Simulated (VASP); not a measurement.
## CdF2: single point with PBEsol

Crystal: CdF2.

```
Cd F
1.0
     0.00000    2.63863    2.80223
     2.63863    0.00000    2.80223
     2.63863    2.63863    0.00000
Cd F
1 2
Direct
  0.00000 0.00000 0.00000
  0.25000 0.25000 0.25000
  0.75000 0.75000 0.75000
```

```json
{
 "Program": "VASP 6.6.1",
 "Task": "single point",
 "Functional": "PBEsol",
 "Potentials or basis": "VASP PAW PBE potentials, release 64 (Cd, F)",
 "Cutoff": "520 eV",
 "k mesh": "8 × 8 × 8",
 "Occupations": "gaussian, width 0.05 eV",
 "Spin": "no spin polarisation"
}
```

The pressure is 0.7 GPa and the band gap on the k mesh is 2.81 eV (least direct gap 3.26 eV).

Stress tensor (GPa, compression positive):
```
 2.91  0.00  0.00
 0.00  2.91  0.00
 0.00  0.00 -3.65
```

Levels at points of the mesh, in eV from the valence-band top:
```csv
k point,band 11,band 12,band 13,band 14,band 15,band 16
"(0.00, 0.00, 0.00)",-0.62,-0.62,-0.45,2.81,12.41,12.41
"(0.50, 0.00, 0.00)",-1.86,-0.47,-0.44,6.98,8.85,14.07
"(0.50, 0.50, 0.00)",-0.78,-0.09,-0.09,7.82,9.52,11.68
"(0.50, 0.00, 0.50)",-0.44,-0.26,-0.07,7.77,9.31,11.64
```

Wall time 28 s on 1 thread of Intel(R) Xeon(R) Platinum 8488C (Sapphire Rapids), on a shared host, peak memory 0.19 GiB.

Caveat: the PAW data sets were made with another functional, which shifts forces and pressure a little. A k mesh can miss the band edges.
